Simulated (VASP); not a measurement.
# CdS (P3m1) in VASP: notebook, part 2 of 2

VASP 6.6.1. The steps go on from the part before.

## (3) Relaxation of cell and atoms, revPBE

This run uses another cell than the first one, of 45.64 Å³/atom, 0.902 times its volume.

Input file INCAR:

```
ALGO = Normal
EDIFF = 1E-6
EDIFFG = -0.01
ENCUT = 600
GGA = RE
IBRION = 2
ISIF = 3
ISMEAR = -1
LASPH = T
LCHARG = F
LREAL = F
LWAVE = F
NELM = 80
NSW = 60
PREC = Accurate
SIGMA = 0.05
```

Input file KPOINTS:

```
k-points
0
Gamma
  7 7 5
```

Input file POSCAR:

```
CdS
1.0
    4.2611695877      0.0000000000      0.0000000000
   -2.1305847939      3.6902811128      0.0000000000
    0.0000000000      0.0000000000      5.8041729400
Cd S
1 1
Direct
    0.0000000000      0.0000000000      0.4426919200
    0.6666666667      0.3333333333      0.4343080800
```

Potentials or basis: VASP PAW PBE potentials, release 64 (Cd, S).

Run with:

```bash
$ cat potpaw_PBE.64/Cd/POTCAR potpaw_PBE.64/S/POTCAR > POTCAR
$ mpirun -np 1 vasp_std > vasp.out
```

Run time: 13 min. Hardware: 1 thread of AMD EPYC 7R13, shared host; peak memory 0.24 GiB.

Results (log left out):

```yaml
Free_energy: -5.2185 eV
Relaxed_cell: a = 4.294 Å, b = 4.294 Å, c = 6.442 Å, α = 90.00°, β = 90.00°, γ = 120.00°
Space_group_after_relaxing_to_0.05_Å: P3m1 (No. 156)
Energy_gained_by_relaxing: 2.9 meV/atom
Ionic_steps: 14
Pressure_after_relaxing: 0.0 GPa
Band_gap_on_the_k_mesh: 1.58 eV, indirect (the least direct gap lies 1.1 meV higher)
```

Forces on the atoms (eV/Å):
```
Cd   0.000  0.000 -0.003
S    0.000  0.000  0.003
```

Step by step:
| step | energy change (eV) | largest force (eV/Å) | pressure (GPa) | volume (Å³) |
| --- | --- | --- | --- | --- |
| 1 | 0.0000 | 0.0033 | 0.63 | 91.27 |
| 2 | -0.0021 | 0.0055 | -0.37 | 93.67 |
| 3 | -0.0039 | 0.0021 | 0.02 | 92.68 |
| 4 | -0.0039 | 0.0022 | 0.01 | 92.71 |
| 5 | -0.0039 | 0.0022 | 0.01 | 92.79 |
| 6 | -0.0040 | 0.0022 | 0.00 | 93.02 |
| 7 | -0.0041 | 0.0024 | 0.01 | 93.49 |
| 8 | -0.0044 | 0.0025 | 0.00 | 94.42 |
| 9 | -0.0050 | 0.0026 | -0.01 | 96.28 |
| 10 | -0.0055 | 0.0032 | -0.02 | 100.01 |
| 11 | -0.0054 | 0.0025 | -0.06 | 107.48 |
| 12 | -0.0057 | 0.0029 | -0.04 | 102.91 |
| 13 | -0.0037 | 0.0003 | 0.40 | 102.47 |
| 14 | -0.0057 | 0.0026 | 0.00 | 102.87 |

Final structure:
```xyz
2
Lattice="4.2940 0.0000 0.0000 -2.1470 3.7187 0.0000 0.0000 0.0000 6.4422" Properties=species:S:1:pos:R:3 pbc="T T T"
Cd    0.0000    0.0000    2.8382
S     2.1470    1.2396    2.8116
```

Levels at points of the mesh, in eV from the valence-band top:
```csv
k point,band 5,band 6,band 7,band 8,band 9,band 10,band 11,band 12,band 13
"(0.00, 0.00, 0.00)",-7.12,-6.92,-1.00,0.00,0.00,1.58,5.43,6.65,6.98
```

Caveat: the PAW data sets were made with another functional, which shifts forces and pressure a little. A k mesh can miss the band edges.

## (4) Single point, r2SCAN

This run uses another cell than the first one, of 45.64 Å³/atom, 0.902 times its volume.

POSCAR is that of step 3.

Input file INCAR.step1:

```
ALGO = Normal
EDIFF = 1E-5
ENCUT = 600
GGA = PE
GGA_COMPAT = F
ISMEAR = 1
LASPH = T
LCHARG = F
LREAL = F
LWAVE = T
NBANDS = 20
NELM = 120
PREC = Accurate
SIGMA = 0.005
```

Input file INCAR.step2:

```
ALGO = Normal
EDIFF = 1E-6
ENCUT = 600
GGA_COMPAT = F
ISIF = 2
ISMEAR = 1
ISTART = 1
LASPH = T
LCHARG = F
LMIXTAU = T
LREAL = F
LWAVE = F
METAGGA = R2SCAN
NBANDS = 20
NELM = 120
PREC = Accurate
SIGMA = 0.005
```

Input file KPOINTS:

```
k-points
0
Gamma
  6 6 4
```

Potentials or basis: VASP PAW PBE potentials, release 64 (Cd_sv_GW, S).

Run with:

```bash
$ cat potpaw_PBE.64/Cd_sv_GW/POTCAR potpaw_PBE.64/S/POTCAR > POTCAR
$ cp INCAR.step1 INCAR
$ mpirun -np 1 vasp_std > vasp.out
$ cp INCAR.step2 INCAR
$ mpirun -np 1 vasp_std > vasp.out
```

It took 2.2 min on 1 thread of Intel Xeon Platinum 8375C at 2.90GHz (Ice Lake), shared host; peak memory 0.29 GiB.

Results (log left out):

| Item | Value |
| --- | --- |
| Free energy | -29.0855 eV |
| Pressure | -1.1 GPa |
| Largest force | 0.016 eV/Å |
| Band gap on the k mesh | 1.90 eV, indirect (the least direct gap lies 4.3 meV higher) |

Forces on the atoms (eV/Å):
```
Cd   0.000  0.000 -0.016
S    0.000  0.000  0.016
```

Stress tensor (GPa, compression positive):
```
-1.49  0.00  0.00
 0.00 -1.49  0.00
 0.00  0.00 -0.27
```

Levels at points of the mesh, in eV from the valence-band top:
```csv
k point,band 10,band 11,band 12,band 13,band 14,band 15,band 16,band 17
"(0.00, 0.00, 0.00)",-7.21,-1.12,0.00,0.00,1.90,5.90,7.44,7.44
"(0.50, 0.00, 0.00)",-7.00,-3.61,-1.34,-0.22,4.12,5.59,7.07,7.84
"(0.00, 0.00, 0.50)",-7.20,-1.33,0.00,0.00,2.23,5.36,7.49,7.49
"(0.50, 0.00, 0.50)",-7.00,-3.58,-1.33,-0.33,4.30,4.60,8.10,8.50
```

Caveat: the PAW data sets were made with another functional, which shifts forces and pressure a little. A k mesh can miss the band edges.

## (5) Single point, PBE-based screened hybrid

This run uses another cell than the first one, of 45.64 Å³/atom, 0.902 times its volume.

POSCAR is that of step 4.

Input file INCAR.step1:

```
  PREC = Accurate
  ENCUT = 520
  EDIFF = 1E-5
  ISMEAR = -1
  SIGMA = 0.05
  LREAL = False
  LASPH = True
  NELM = 80
  ALGO = Normal
  ISIF = 2
  LWAVE = True
  LCHARG = False
  NBANDS = 16
  GGA = PE
```

Input file INCAR.step2:

```
  PREC = Accurate
  ENCUT = 520
  EDIFF = 1E-6
  ISMEAR = -1
  SIGMA = 0.05
  LREAL = False
  LASPH = True
  NELM = 80
  ALGO = Normal
  ISIF = 2
  LWAVE = False
  LCHARG = False
  GGA = PE
  LHFCALC = True
  AEXX = 0.25
  HFSCREEN = 0.1
  PRECFOCK = Normal
  NBANDS = 16
  ISTART = 1
```

Input file KPOINTS:

```
regular mesh
0
Gamma
  4 4 3
```

Potentials or basis: VASP PAW PBE potentials, release 64 (Cd, S).

Run with:

```bash
$ cat potpaw_PBE.64/Cd/POTCAR potpaw_PBE.64/S/POTCAR > POTCAR
$ cp INCAR.step1 INCAR
$ mpirun -np 1 vasp_std > vasp.out
$ cp INCAR.step2 INCAR
$ mpirun -np 1 vasp_std > vasp.out
```

Run time: 15 min. Hardware: 1 thread of Intel Xeon 8259CL, shared host; peak memory 0.33 GiB.

It converged, with:

```yaml
Free_energy: -7.3600 eV
Pressure: -0.6 GPa
Largest_force: 0.016 eV/Å
Band_gap_on_the_k_mesh: 2.83 eV, indirect (the least direct gap lies 3.5 meV higher)
```

Forces in eV/Å, atoms in the order of the input:
```
Cd   0.000  0.000 -0.016
S    0.000  0.000  0.016
```

Stress tensor (GPa, compression positive):
```
-0.96  0.00  0.00
 0.00 -0.96  0.00
 0.00  0.00  0.01
```

Levels at points of the mesh, in eV from the valence-band top:
| k point | band 7 | band 8 | band 9 | band 10 | band 11 | band 12 |
| --- | --- | --- | --- | --- | --- | --- |
| (0.00, 0.00, 0.00) | -1.25 | 0.00 | 0.00 | 2.83 | 6.75 | 8.44 |
| (0.50, 0.00, 0.00) | -3.83 | -1.38 | -0.30 | 5.12 | 6.51 | 8.03 |

Caveat: the k points lie up to 0.43 Å⁻¹ apart; the PAW data sets were made with another functional, which shifts forces and pressure a little. A k mesh can miss the band edges.

## (6) Single point, PBE-based screened hybrid

This run uses another cell than the first one, of 45.64 Å³/atom, 0.902 times its volume.

POSCAR is that of step 5.

Input file INCAR.step1:

```
PREC     = Accurate       # precision mode
ENCUT    = 520            # plane-wave cutoff, eV
EDIFF    = 1E-5           # SCF threshold, eV
ISMEAR   = -1             # smearing method
SIGMA    = 0.05           # smearing width, eV
LREAL    = F              # projectors in reciprocal space
LASPH    = T              # aspherical terms in the spheres
NELM     = 60             # most SCF steps
ALGO     = Normal         # electronic algorithm
ISIF     = 2              # what is computed and relaxed
LWAVE    = T              # write WAVECAR
LCHARG   = F              # write CHGCAR
NBANDS   = 16             # bands
GGA      = PE             # functional
```

Input file INCAR.step2:

```
PREC     = Accurate       # precision mode
ENCUT    = 520            # plane-wave cutoff, eV
EDIFF    = 1E-6           # SCF threshold, eV
ISMEAR   = -1             # smearing method
SIGMA    = 0.05           # smearing width, eV
LREAL    = F              # projectors in reciprocal space
LASPH    = T              # aspherical terms in the spheres
NELM     = 60             # most SCF steps
ALGO     = Normal         # electronic algorithm
ISIF     = 2              # what is computed and relaxed
LWAVE    = F              # write WAVECAR
LCHARG   = F              # write CHGCAR
GGA      = PE             # functional
LHFCALC  = T              # exact exchange
AEXX     = 0.25           # exact-exchange fraction
HFSCREEN = 0.15           # screening, 1/A
PRECFOCK = Normal       
NBANDS   = 16             # bands
ISTART   = 1
```

KPOINTS is that of step 5.

Potentials or basis: VASP PAW PBE potentials, release 64 (Cd, S).

Run with:

```bash
$ cat potpaw_PBE.64/Cd/POTCAR potpaw_PBE.64/S/POTCAR > POTCAR
$ cp INCAR.step1 INCAR
$ mpirun -np 1 vasp_std > vasp.out
$ cp INCAR.step2 INCAR
$ mpirun -np 1 vasp_std > vasp.out
```

It took 17 min on 1 thread of Intel Xeon 8259CL, shared host; peak memory 0.33 GiB.

The run converged. Its results:

* Free energy: -7.2160 eV
* Pressure: -0.6 GPa
* Largest force: 0.016 eV/Å
* Band gap on the k mesh: 2.65 eV, indirect (the least direct gap lies 3.6 meV higher)

Forces on the atoms (eV/Å):
```
Cd   0.000  0.000 -0.016
S    0.000  0.000  0.016
```

Stress tensor (GPa, compression positive):
```
-0.91  0.00  0.00
 0.00 -0.91  0.00
 0.00  0.00  0.03
```

Levels at points of the mesh, in eV from the valence-band top:
```tsv
k point	band 7	band 8	band 9	band 10	band 11	band 12
(0.00, 0.00, 0.00)	-1.24	0.00	0.00	2.65	6.58	8.25
(0.50, 0.00, 0.00)	-3.82	-1.38	-0.30	4.94	6.33	7.86
```

Caveat: the k points lie up to 0.43 Å⁻¹ apart; the PAW data sets were made with another functional, which shifts forces and pressure a little.

## (7) The runs side by side

```csv
task,level,potentials or basis,cell,k mesh,cutoff (eV),smearing,second run,grid for exact exchange (PRECFOCK),share of exact exchange,screening parameter,gap on the mesh (eV),pressure (GPa),largest force (eV/Å)
single point,revPBE,"VASP PAW PBE potentials, release 64 (Cd, S)","a = 4.285, b = 4.285, c = 6.361 Å, angles 90.0, 90.0, 120.0°, 2 atoms",7 × 7 × 5,520,fermi-dirac 0.05 eV,-,-,-,-,1.59,0.2,-
relaxation of cell and atoms,revPBE,"VASP PAW PBE potentials, release 64 (Cd, S)","relaxed from a = 4.261, b = 4.261, c = 5.804 Å, angles 90.0, 90.0, 120.0°, 2 atoms",7 × 7 × 5,600,fermi-dirac 0.05 eV,-,-,-,-,1.58,0.0,-
single point,r2SCAN,"VASP PAW PBE potentials, release 64 (Cd_sv_GW, S)","a = 4.261, b = 4.261, c = 5.804 Å, angles 90.0, 90.0, 120.0°, 2 atoms",6 × 6 × 4,600,methfessel-paxton 0.005 eV,valence_matched,-,-,-,1.90,-1.1,0.02
single point,PBE-based screened hybrid,"VASP PAW PBE potentials, release 64 (Cd, S)","a = 4.261, b = 4.261, c = 5.804 Å, angles 90.0, 90.0, 120.0°, 2 atoms",4 × 4 × 3,520,fermi-dirac 0.05 eV,-,Normal,0.25,0.1 1/Å,2.83,-0.6,0.02
single point,PBE-based screened hybrid,"VASP PAW PBE potentials, release 64 (Cd, S)","a = 4.261, b = 4.261, c = 5.804 Å, angles 90.0, 90.0, 120.0°, 2 atoms",4 × 4 × 3,520,fermi-dirac 0.05 eV,-,Normal,0.25,0.15 1/Å,2.65,-0.6,0.02
```

Alike in all rows: no spin polarisation.

Caveats: some runs use coarse meshes; the PAW data sets were made with another functional, which shifts forces and pressure a little.

Absolute energies hang on the potentials; compare differences alone.
